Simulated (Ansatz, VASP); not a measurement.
**One calculation of Te, two programs**

File INCAR:

```
  PREC = Accurate
  ENCUT = 520
  EDIFF = 1E-6
  ISMEAR = -1
  SIGMA = 0.05
  LREAL = False
  LASPH = True
  NELM = 60
  ALGO = Normal
  ISIF = 2
  LWAVE = False
  LCHARG = False
  NBANDS = 16
```

Contents of KPOINTS:

```
regular mesh
0
Gamma
  8 8 8
```

File POSCAR:

```
Te
1.0
    4.2341000000     -2.3712000000      0.0000000000
    4.2341000000      2.3712000000      0.0000000000
   -0.1304500000      0.0000000000      3.9177765000
Te
3
Direct
    0.6760000000      0.6760000000      0.6750000000
    0.3240000000      0.3240000000      0.3250000000
    0.0000000000      0.0000000000      0.0000000000
```

Input for Ansatz:

```yaml
crystal:
  lattice:
    - [4.2341, -2.3712, 0.0]
    - [4.2341, 2.3712, 0.0]
    - [-0.13045, 0.0, 3.9177765]
  atoms:
    - { symbol: Te, position: [0.676, 0.676, 0.675] }
    - { symbol: Te, position: [0.324, 0.324, 0.325] }
    - { symbol: Te, position: [0.0, 0.0, 0.0] }
kpoints:
  mp_grid: { grid: [8, 8, 8] }
  band_path:
    path:
      - [0.0, 0.0, 0.0]
      - [-0.3284938063, 0.3284938063, 0.0]
      - [-0.6715061937, -0.3284938063, 0.0]
      - [-0.5, -0.5, 0.0]
      - [0.0, 0.0, 0.0]
      - [-0.5, -0.5, 0.5]
      - [-0.6771491935, -0.3228508065, 0.5]
      - [-0.3228508065, 0.3228508065, 0.5]
      - [0.0, 0.0, 0.5]
    npoints: 5
scf:
  occupations: { method: fermi_dirac, width: 0.05 }
hamiltonian:
  xc: lda
  pseudopotentials: { kind: all_electron, lapw: { basis_error: 0.001 } }
output:
  forces: true
  stress: true
  eigenvalues: true
```

Change from the starting cell: zz strain of -1 %.

Alike in both runs: task single point; functional LDA; k mesh 8 × 8 × 8; occupations fermi-dirac, width 0.05 eV; no spin polarisation.

```csv
,VASP,Ansatz
version,VASP 6.6.1,Ansatz 0.2.0
potentials or method,"VASP PAW LDA potentials, release 64 (Te), cutoff 520 eV","all-electron LAPW, scalar-relativistic"
```

```csv
,VASP,Ansatz,Ansatz less VASP
pressure (GPa),5.4,5.3,-0.10
"traceless stress, the component that is largest in VASP (GPa)",1.10,1.20,+0.097
rms of the force components (eV/Å),0.226,0.221,-0.0055
```

LDA's correlation is that of Perdew and Zunger in VASP and of Perdew and Wang (1992) in Ansatz. Atom by atom the forces differ by 0.006 eV/Å (rms over components). Ansatz ran all-electron here, and VASP with PAW potentials.

Spin-orbit coupling is off throughout.
